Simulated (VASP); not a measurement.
Here is a VASP 6.6.1 calculation.

The input INCAR:

```
ALGO = Normal
EDIFF = 1E-7
ENCUT = 520
GGA = PE
ISIF = 2
ISMEAR = 0
IVDW = 12
LASPH = T
LCHARG = F
LREAL = F
LWAVE = F
NBANDS = 49
NELM = 100
PREC = Accurate
SIGMA = 0.15
```

File KPOINTS:

```
k-points
0
Gamma
  14 14 3
```

File POSCAR:

```
MoS2
1.0
   -1.5671157456     -2.7143240927      0.0000000000
    1.5671157456     -2.7143240927      0.0000000000
    0.0000000000      0.0000000000     17.8649660373
Mo S
3 6
Direct
    1.0000000000      1.0000000000      0.0000000000
    0.3333333333      0.3333333333      0.3333333333
    0.6666666667      0.6666666667      0.6666666667
    1.0000000000      1.0000000000      0.7563704479
    0.3333333333      0.3333333333      0.0897037812
    0.6666666667      0.6666666667      0.4230371146
    1.0000000000      1.0000000000      0.2436295521
    0.3333333333      0.3333333333      0.5769628854
    0.6666666667      0.6666666667      0.9102962188
```

Potentials or basis: VASP PAW PBE potentials, release 64 (Mo_sv, S).

Command:

```console
$ cat potpaw_PBE.64/Mo_sv/POTCAR potpaw_PBE.64/S/POTCAR > POTCAR
$ mpirun -np 1 vasp_std > vasp.out
```

(1) What does it give for the largest force?

(2) What does it give for the pressure?

Results:

(1) 0.020 eV/Å.

(2) -0.1 GPa.

Caveat: pairwise dispersion overbinds metals, which lowers pressure and volume.
